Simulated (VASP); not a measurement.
# Te (Pm-3n) in VASP: further runs

The runs below take Te through single point, with PBE.

Program: VASP 6.6.1. These are calculated values, not measurements. Logs are shortened: lines on timing, memory, paths and dates and some standing lists are left out, and cuts for length are marked.

## Step 1: The cell of the first run

It takes space group Pm-3n (No. 223, cubic). The conventional cell has a = 6.152 Å, b = 6.152 Å, c = 6.152 Å, α = 90.00°, β = 90.00°, γ = 90.00°. Within 4.5 Å of Te (site symmetry m-3) lie 12 Te at 3.44 Å. Te (site symmetry -4m2) has 14 Te at 3.08 to 3.77 Å within 4.0 Å.

## Step 2: Single point, PBE

INCAR reads:

```
SYSTEM = Te
  PREC = Accurate
  ENCUT = 520
  EDIFF = 1E-6
  ISMEAR = 0
  SIGMA = 0.1
  LREAL = .False.
  LASPH = .True.
  NELM = 80
  ALGO = Normal
  ISIF = 2
  LWAVE = .False.
  LCHARG = .True.
  GGA = PE
  LELF = .True.
  LVHAR = .True.
  NBANDS = 34
```

KPOINTS reads:

```
regular mesh
0
Gamma
  4 4 4
  0 0 0
```

POSCAR reads:

```
Te
1.0
    6.1516751730      0.0000000000      0.0000000000
    0.0000000000      6.1516751730      0.0000000000
    0.0000000000      0.0000000000      6.1516751730
Te
8
Direct
    0.5000000000      0.5000000000      0.5000000000
    0.0000000000      0.0000000000      0.0000000000
    0.2500000000      0.0000000000      0.5000000000
    0.5000000000      0.2500000000      0.0000000000
    0.5000000000      0.7500000000      0.0000000000
    0.7500000000      0.0000000000      0.5000000000
    0.0000000000      0.5000000000      0.7500000000
    0.0000000000      0.5000000000      0.2500000000
```

Potentials or basis: VASP PAW PBE potentials, release 64 (Te).

Run with:

```
cat potpaw_PBE.64/Te/POTCAR > POTCAR
mpirun -np 1 vasp_std > vasp.out
```

OUTCAR:

```text
SYSTEM = Te
   PREC = Accurate
   ENCUT = 520
   EDIFF = 1E-6
   ISMEAR = 0
   LREAL = .False.
   LASPH = .True.
   NELM = 80
   ISIF = 2
   GGA = PE

 ion  position               nearest neighbor table
   1  0.500  0.500  0.500-   3 3.44   4 3.44   5 3.44   6 3.44   7 3.44   8 3.44   4 3.44   5 3.44
                             3 3.44   6 3.44   7 3.44   8 3.44
   2  0.000  0.000  0.000-   3 3.44   4 3.44   5 3.44   6 3.44   7 3.44   8 3.44   3 3.44   6 3.44
                             7 3.44   8 3.44   4 3.44   5 3.44
   3  0.250  0.000  0.500-   6 3.08   6 3.08   1 3.44   2 3.44   1 3.44   2 3.44
   4  0.500  0.250  0.000-   5 3.08   5 3.08   1 3.44   1 3.44   2 3.44   2 3.44
   5  0.500  0.750  0.000-   4 3.08   4 3.08   1 3.44   1 3.44   2 3.44   2 3.44
   6  0.750  0.000  0.500-   3 3.08   3 3.08   1 3.44   2 3.44   1 3.44   2 3.44
   7  0.000  0.500  0.750-   8 3.08   8 3.08   1 3.44   2 3.44   2 3.44   1 3.44
   8  0.000  0.500  0.250-   7 3.08   7 3.08   1 3.44   2 3.44   2 3.44   1 3.44

  LATTYP: Found a simple cubic cell.
 ALAT       =     6.1516751730

  Lattice vectors:

 A1 = (   6.1516751730,   0.0000000000,   0.0000000000)
 A2 = (   0.0000000000,   6.1516751730,   0.0000000000)
 A3 = (   0.0000000000,   0.0000000000,   6.1516751730)

Analysis of symmetry for initial positions (statically):
=====================================================================
 Subroutine PRICEL returns:
 Original cell was already a primitive cell.

 Routine SETGRP: Setting up the symmetry group for a
 simple cubic supercell.

 Subroutine GETGRP returns: Found 48 space group operations
 (whereof 24 operations were pure point group operations)
 out of a pool of 48 trial point group operations.

The static configuration has the point symmetry T_h .
 The point group associated with its full space group is O_h .

Analysis of symmetry for dynamics (positions and initial velocities):
=====================================================================
 Subroutine PRICEL returns:
 Original cell was already a primitive cell.

 Routine SETGRP: Setting up the symmetry group for a
 simple cubic supercell.

 Subroutine GETGRP returns: Found 48 space group operations
 (whereof 24 operations were pure point group operations)
 out of a pool of 48 trial point group operations.

The dynamic configuration has the point symmetry T_h .
 The point group associated with its full space group is O_h .

 Subroutine INISYM returns: Found 48 space group operations
 (whereof 24 operations are pure point group operations),
 and found     1 'primitive' translations

[... 90 lines left out ...]
   NELM   =     80;   NELMIN=  2; NELMDL= -5     # of ELM steps
   EDIFF  = 0.1E-05   stopping-criterion for ELM
   LREAL  =      F    real-space projection
[... 7 lines left out ...]
   TEBEG  =    0.0;   TEEND  =   0.0 temperature during run
   PSTRESS=    0.0 pullay stress
   NELECT =      48.0000    total number of electrons
   NUPDOWN=      -1.0000    fix difference up-down
   EMIN   =  10.00;   EMAX   =-10.00  energy-range for DOS
   EFERMI =   0.00;   METHOD = LEGACY
   ISMEAR =     0;   SIGMA  =   0.10  broadening in eV -4-tet -1-fermi 0-gaus
   EFERMI_NEDOS =   21; number of points for ismear=-14 and -15
   IALGO  =     38    algorithm
   IMIX   =      4    mixing-type and parameters
     AMIX     =   0.40;   BMIX     =  1.00
     AMIX_MAG =   1.60;   BMIX_MAG =  1.00
  volume/ion in A,a.u.               =      29.10       196.38
  Fermi-wavevector in a.u.,A,eV,Ry     =   0.967153  1.827654 12.726684  0.935385
  Thomas-Fermi vector in A             =   2.097015
   LORBIT       =      0    0 simple, 1 ext, 2 COOP (PROOUT), +10 PAW based schemes
   GGA     = PE    functional components
   LHFCALC =     F    Hartree Fock is set to
   AEXX    =    0.0000 exact exchange contribution
   IVDW    =     0    specifies the selected vdW correction
   LEPSILON=     F    determine dielectric tensor
   LRPA    =     F    only Hartree local field effects (RPA)
 non-spin polarized calculation
 Gauss-broadening in eV      SIGMA  =   0.10
  energy-cutoff  :      520.00
  volume of cell :      232.80
 maximum number of plane-waves:      6302
 NGX is ok and might be reduce to    48
   NGX = 23   NGY = 23   NGZ = 23

 number of electron      48.0000000 magnetization

 Free energy of the ion-electron system (eV)
  ---------------------------------------------------
  ext. energy  EPLUGINS =         0.00000000
  ---------------------------------------------------
  free energy    TOTEN  =       -21.38275151 eV

  energy without entropy =      -21.31395166  energy(sigma->0) =      -21.34835158

 E-fermi :   7.4435     XC(G=0):  -9.9774

 val. band max:        7.4185397986   @ k =   0.2500   0.2500   0.2500
 cond. band min:       7.4827789975   @ k =   0.2500   0.2500   0.0000
 fundamental gap:      0.0642391989
 Fermi energy:         7.4434904354

 k-point     1 :       0.0000    0.0000    0.0000
  band No.  band energies     occupation
      1      -6.2339      2.00000
      2      -3.9940      2.00000
      3      -3.9940      2.00000
      4      -3.8635      2.00000
      5      -2.4144      2.00000
      6      -2.3609      2.00000
[... 359 lines left out ...]
     33      14.6639      0.00000
     34      14.6639      0.00000

------------------------ aborting loop because EDIFF is reached ----------------------------------------

  FORCE on cell =-STRESS in cart. coord.  units (eV):
  Direction    XX          YY          ZZ          XY          YZ          ZX
  --------------------------------------------------------------------------------------
  -------------------------------------------------------------------------------------
  Total        0.0207387      0.0207387      0.0207387     -0.0000000     -0.0000000      0.0000000
  in kB        0.1427292      0.1427292      0.1427292     -0.0000000     -0.0000000      0.0000000
  external PRESSURE =       0.1427292 kB  Pullay stress =       0.0000000 kB

 VOLUME and BASIS-vectors are now :
 -----------------------------------------------------------------------------
  energy-cutoff  :      520.00
  volume of cell :      232.80
      direct lattice vectors                 reciprocal lattice vectors
     6.151675173  0.000000000  0.000000000     0.162557348  0.000000000  0.000000000
     0.000000000  6.151675173  0.000000000     0.000000000  0.162557348  0.000000000
     0.000000000  0.000000000  6.151675173     0.000000000  0.000000000  0.162557348

 POSITION                                       TOTAL-FORCE (eV/Angst)
 -----------------------------------------------------------------------------------
      3.07584      3.07584      3.07584         0.000000      0.000000      0.000000
      0.00000      0.00000      0.00000         0.000000      0.000000      0.000000
      1.53792      0.00000      3.07584         0.000000     -0.000000     -0.000000
      3.07584      1.53792      0.00000         0.000000      0.000000      0.000000
      3.07584      4.61376      0.00000        -0.000000     -0.000000     -0.000000
      4.61376      0.00000      3.07584        -0.000000     -0.000000      0.000000
      0.00000      3.07584      4.61376        -0.000000     -0.000000     -0.000000
      0.00000      3.07584      1.53792         0.000000      0.000000      0.000000
 -----------------------------------------------------------------------------------
    total drift:                               -0.000000     -0.000000      0.000000

  FREE ENERGIE OF THE ION-ELECTRON SYSTEM (eV)
  ---------------------------------------------------
  free  energy   TOTEN  =       -21.3827515053 eV

  energy  without entropy=      -21.3139516566  energy(sigma->0) =      -21.34835158
```

OSZICAR:

```text
N       E                     dE             d eps       ncg     rms          rms(c)
DAV:   1     0.220490903426E+03    0.22049E+03   -0.17678E+04   680   0.116E+03
DAV:   2    -0.349662828678E+01   -0.22399E+03   -0.21475E+03   870   0.169E+02
DAV:   3    -0.210771240795E+02   -0.17580E+02   -0.16769E+02   806   0.494E+01
DAV:   4    -0.214706652336E+02   -0.39354E+00   -0.39068E+00   750   0.850E+00
DAV:   5    -0.214797396563E+02   -0.90744E-02   -0.90730E-02   782   0.150E+00    0.175E+01
DAV:   6    -0.213846660841E+02    0.95074E-01   -0.15467E-01   730   0.180E+00    0.109E+01
DAV:   7    -0.213832540281E+02    0.14121E-02   -0.10965E-01   726   0.136E+00    0.202E+00
DAV:   8    -0.213830522478E+02    0.20178E-03   -0.56919E-03   798   0.338E-01    0.916E-01
DAV:   9    -0.213828498526E+02    0.20240E-03   -0.16594E-03   714   0.156E-01    0.311E-01
DAV:  10    -0.213827556517E+02    0.94201E-04   -0.24939E-04   714   0.683E-02    0.125E-01
DAV:  11    -0.213827536201E+02    0.20316E-05   -0.30064E-05   726   0.210E-02    0.395E-02
DAV:  12    -0.213827516155E+02    0.20046E-05   -0.33862E-06   640   0.755E-03    0.101E-02
DAV:  13    -0.213827515053E+02    0.11019E-06   -0.11065E-06   402   0.390E-03
   1 F= -.21382752E+02 E0= -.21348352E+02  d E =-.687998E-01
```

stdout:

```text
POSCAR found type information on POSCAR Te
 POSCAR found :  1 types and       8 ions
 scaLAPACK will be used
 LDA part: xc-table for (Slater+PW92), standard interpolation
 POSCAR, INCAR and KPOINTS ok, starting setup
 FFT: planning ... GRIDC
 FFT: planning ... GRID_SOFT
 FFT: planning ... GRID
 WAVECAR not read
 entering main loop
```

Wall time 73 s (1 thread of Oxide Virtual Turin-like, shared host); peak memory 0.29 GiB.

What came out:

```
Free energy            : -21.3828 eV
Pressure               : 0.0 GPa
Band gap on the k mesh : zero (band 24 reaches 7.55 eV, above the bottom of band 25 at 6.69 eV)
```

Levels at points of the mesh, in eV from the Fermi level:
```
           k point  band 22  band 23  band 24  band 25  band 26  band 27
(0.00, 0.00, 0.00)    -0.21    -0.21     0.11     0.11     0.11     1.47
(0.50, 0.00, 0.00)    -1.01    -0.38    -0.38     0.17     0.17     1.39
(0.50, 0.50, 0.00)    -0.57    -0.18    -0.18     0.31     0.31     0.45
(0.50, 0.50, 0.50)    -0.88    -0.76    -0.76    -0.76    -0.76    -0.33
```

Caveat: spin-orbit coupling is left out, which moves the levels of the heavy elements.

## Step 3: Single point, PBE

This run uses another cell than the first one, of 33.81 Å³/atom, 1.162 times its volume.

INCAR reads:

```
ALGO = Normal
EDIFF = 1E-7
ENCUT = 520
GGA = PE
ISIF = 2
ISMEAR = 0
LASPH = True
LCHARG = False
LREAL = False
LWAVE = False
NBANDS = 34
NELM = 80
PREC = Accurate
SIGMA = 0.1
```

KPOINTS reads:

```
k-points
0
Gamma
  4 4 4
```

Changes to POSCAR since step 2:

```diff
@@ -2,5 +2,5 @@
 1.0
-    6.1516751730      0.0000000000      0.0000000000
-    0.0000000000      6.1516751730      0.0000000000
-    0.0000000000      0.0000000000      6.1516751730
+    6.4669384210      0.0000000000      0.0000000000
+    0.0000000000      6.4669384210      0.0000000000
+    0.0000000000      0.0000000000      6.4669384210
 Te
```

Potentials or basis: VASP PAW PBE potentials, release 64 (Te).

Run with:

```
cat potpaw_PBE.64/Te/POTCAR > POTCAR
mpirun -np 1 vasp_std > vasp.out
```

OUTCAR:

```text
EDIFF = 1E-7
   ENCUT = 520
   GGA = PE
   ISIF = 2
   ISMEAR = 0
   LASPH = True
   LREAL = False
   NELM = 80
   PREC = Accurate

 ion  position               nearest neighbor table
   1  0.500  0.500  0.500-   3 3.62   4 3.62   5 3.62   6 3.62   7 3.62   8 3.62   4 3.62   5 3.62
                             3 3.62   6 3.62   7 3.62   8 3.62
   2  0.000  0.000  0.000-   3 3.62   4 3.62   5 3.62   6 3.62   7 3.62   8 3.62   3 3.62   6 3.62
                             7 3.62   8 3.62   4 3.62   5 3.62
   3  0.250  0.000  0.500-   6 3.23   6 3.23   1 3.62   2 3.62   1 3.62   2 3.62
[... 571 lines left out ...]
  Total       -8.8961994     -8.8961994     -8.8961994     -0.0000000     -0.0000000      0.0000000
  in kB      -52.7010069    -52.7010069    -52.7010069     -0.0000000     -0.0000000      0.0000000
  external PRESSURE =     -52.7010069 kB  Pullay stress =       0.0000000 kB

 VOLUME and BASIS-vectors are now :
 -----------------------------------------------------------------------------
  energy-cutoff  :      520.00
  volume of cell :      270.46
      direct lattice vectors                 reciprocal lattice vectors
     6.466938421  0.000000000  0.000000000     0.154632677  0.000000000  0.000000000
     0.000000000  6.466938421  0.000000000     0.000000000  0.154632677  0.000000000
     0.000000000  0.000000000  6.466938421     0.000000000  0.000000000  0.154632677

 POSITION                                       TOTAL-FORCE (eV/Angst)
 -----------------------------------------------------------------------------------
      3.23347      3.23347      3.23347        -0.000000      0.000000      0.000000
      0.00000      0.00000      0.00000        -0.000000      0.000000      0.000000
      1.61673      0.00000      3.23347        -0.000000     -0.000000      0.000000
      3.23347      1.61673      0.00000        -0.000000      0.000000      0.000000
      3.23347      4.85020      0.00000         0.000000      0.000000     -0.000000
      4.85020      0.00000      3.23347         0.000000      0.000000     -0.000000
      0.00000      3.23347      4.85020         0.000000     -0.000000     -0.000000
      0.00000      3.23347      1.61673        -0.000000      0.000000      0.000000
 -----------------------------------------------------------------------------------
    total drift:                               -0.000000     -0.000000      0.000000

  FREE ENERGIE OF THE ION-ELECTRON SYSTEM (eV)
  ---------------------------------------------------
  free  energy   TOTEN  =       -20.6654416387 eV

  energy  without entropy=      -20.5852674513  energy(sigma->0) =      -20.62535454
```

stdout:

```text
POSCAR found type information on POSCAR Te
 POSCAR found :  1 types and       8 ions
 scaLAPACK will be used
 LDA part: xc-table for (Slater+PW92), standard interpolation
 POSCAR, INCAR and KPOINTS ok, starting setup
 FFT: planning ... GRIDC
 FFT: planning ... GRID_SOFT
 FFT: planning ... GRID
 WAVECAR not read
 entering main loop
```

Wall time 100 s (1 thread of Oxide Virtual Turin-like, shared host); peak memory 0.31 GiB.

What came out:

```yaml
Free_energy: -20.6654 eV
Pressure: -5.3 GPa
Band_gap_on_the_k_mesh: zero (band 24 reaches 5.69 eV, above the bottom of band 25 at 4.98 eV)
```

Caveat: spin-orbit coupling is left out, which moves the levels of the heavy elements.
